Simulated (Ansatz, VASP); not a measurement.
**AlN in VASP and in Ansatz**

POSCAR

```
AlN
1.0
    3.3121160000      0.0000000000      0.0000000000
   -1.6560580000      2.8683760000      0.0000000000
    0.0000000000      0.0000000000      4.1875630000
Al N
2 2
Direct
    0.3333333333      0.6666666667      0.7500000000
    0.6666666667      0.3333333333      0.2500000000
    0.3333333333      0.6666666667      0.2500000000
    0.6666666667      0.3333333333      0.7500000000
```

File INCAR.step1:

```
PREC     = Accurate       # precision mode
ENCUT    = 520            # plane-wave cutoff, eV
ISMEAR   = 0              # smearing method
SIGMA    = 0.01           # smearing width, eV
LREAL    = False          # projectors in reciprocal space
LASPH    = True           # aspherical terms in the spheres
NELM     = 80             # most SCF steps
NBANDS   = 16             # bands
GGA      = PE             # functional
ALGO     = Normal         # electronic algorithm
EDIFF    = 1E-4           # SCF threshold, eV
LWAVE    = True           # write WAVECAR
LCHARG   = False          # write CHGCAR
```

INCAR.step2

```
PREC     = Accurate       # precision mode
ENCUT    = 520            # plane-wave cutoff, eV
EDIFF    = 1E-6           # SCF threshold, eV
ISMEAR   = 0              # smearing method
SIGMA    = 0.01           # smearing width, eV
LREAL    = False          # projectors in reciprocal space
LASPH    = True           # aspherical terms in the spheres
NELM     = 80             # most SCF steps
ALGO     = Normal         # electronic algorithm
ISIF     = 2              # what is computed and relaxed
LWAVE    = False          # write WAVECAR
LCHARG   = True           # write CHGCAR
METAGGA  = R2SCAN         # meta-GGA
LMIXTAU  = True         
LELF     = True           # ELF
LVHAR    = True         
NBANDS   = 16             # bands
ISTART   = 1
```

Contents of KPOINTS:

```
Automatic mesh
0
Gamma
  12 12 6
```

Input for Ansatz:

```yaml
crystal:
  lattice:
    - [3.312116, 0.0, 0.0]
    - [-1.656058, 2.868376, 0.0]
    - [0.0, 0.0, 4.187563]
  atoms:
    - { symbol: Al, position: [0.3333333333333333, 0.6666666666666666, 0.75] }
    - { symbol: Al, position: [0.6666666666666666, 0.3333333333333333, 0.25] }
    - { symbol: "N", position: [0.3333333333333333, 0.6666666666666666, 0.25] }
    - { symbol: "N", position: [0.6666666666666666, 0.3333333333333333, 0.75] }
basis:
  ecutwfc: 517.016338673772
kpoints:
  mp_grid:
    grid: [12, 12, 6]
hamiltonian:
  xc: r2scan
  pseudopotentials:
    kind: paw
scf:
  convergence:
    dr2_threshold: 1.0e-09
  occupations:
    method: fixed
output:
  stress: true
```

Alike in both runs: task single point; functional r2SCAN; k mesh 12 × 12 × 6; no spin polarisation.

```csv
,VASP,Ansatz
version,VASP 6.6.1,Ansatz 0.2.0
potentials or method,"VASP PAW PBE potentials, release 64 (Al, N), cutoff 520 eV","plane waves, PAW"
occupations,"gaussian, width 0.01 eV",fixed
valence electrons in the cell,16,16
```

|  | VASP | Ansatz | Ansatz less VASP |
| --- | --- | --- | --- |
| pressure (GPa) | -5.6 | -5.1 | +0.54 |
| traceless stress, the component that is largest in VASP (GPa) | -0.36 | -0.12 | +0.234 |

VASP's potentials were made for PBE, not for r2SCAN. Ansatz's warnings: stress scf threshold loose.
